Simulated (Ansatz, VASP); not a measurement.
# Two plane-wave programs on La

The input INCAR:

```
PREC = Accurate
ENCUT = 520
EDIFF = 1E-6
ISMEAR = -1
SIGMA = 0.05
LREAL = F
LASPH = T
NELM = 100
ALGO = Fast
ISIF = 2
LWAVE = F
LCHARG = T
GGA = PS
LELF = T
LVHAR = T
NBANDS = 12
```

KPOINTS

```
Automatic mesh
0
Gamma
  9 9 9
```

File POSCAR:

```
La
1.0
   -2.1044780000      2.1793380000      2.1245200000
    2.1382030000     -2.1291200000      2.1080260000
    2.0847550000      2.1093970000     -2.0743020000
La
1
Direct
   -0.0161300000     -0.0171580000     -0.0149420000
```

The input input.yaml:

```yaml
crystal:
  lattice:
    - [-2.104478, 2.179338, 2.12452]
    - [2.138203, -2.12912, 2.108026]
    - [2.084755, 2.109397, -2.074302]
  atoms:
    - { symbol: La, position: [-0.01613, -0.017158, -0.014942] }
hamiltonian:
  xc: pbesol
  pseudopotentials: { kind: paw }
kpoints:
  mp_grid: { grid: [9, 9, 9] }
scf:
  occupations: { method: fermi_dirac, width: 0.05 }
output:
  forces: true
  stress: true
  eigenvalues: true
```

Change from the starting cell: cell strained at random at fixed volume.

Alike in both runs: task single point; functional PBEsol; k mesh 9 × 9 × 9; occupations fermi-dirac, width 0.05 eV; no spin polarisation.

```csv
,VASP,Ansatz
version,VASP 6.6.1,Ansatz 0.2.0
potentials or method,"VASP PAW PBE potentials, release 64 (La)",Ansatz PAW
plane-wave cutoff (eV),520,420
valence electrons in the cell,11,11
```

VASP gave:

* gap on the k mesh at the Fermi level (eV): none
* pressure (GPa): -2.5
* traceless stress, the component that is largest in VASP (GPa): 0.40

Q: What did Ansatz give for the same quantities?

A: gap on the k mesh at the Fermi level (eV): none; pressure (GPa): -2.6; traceless stress, the component that is largest in VASP (GPa): 0.40.

VASP's potentials were made for PBE, not for PBEsol. A gap of «none» marks a metal or a gap that the smearing closes. With one functional, cell and mesh, what is left measures potentials, basis and numerics.

Neither program's run includes spin-orbit coupling.
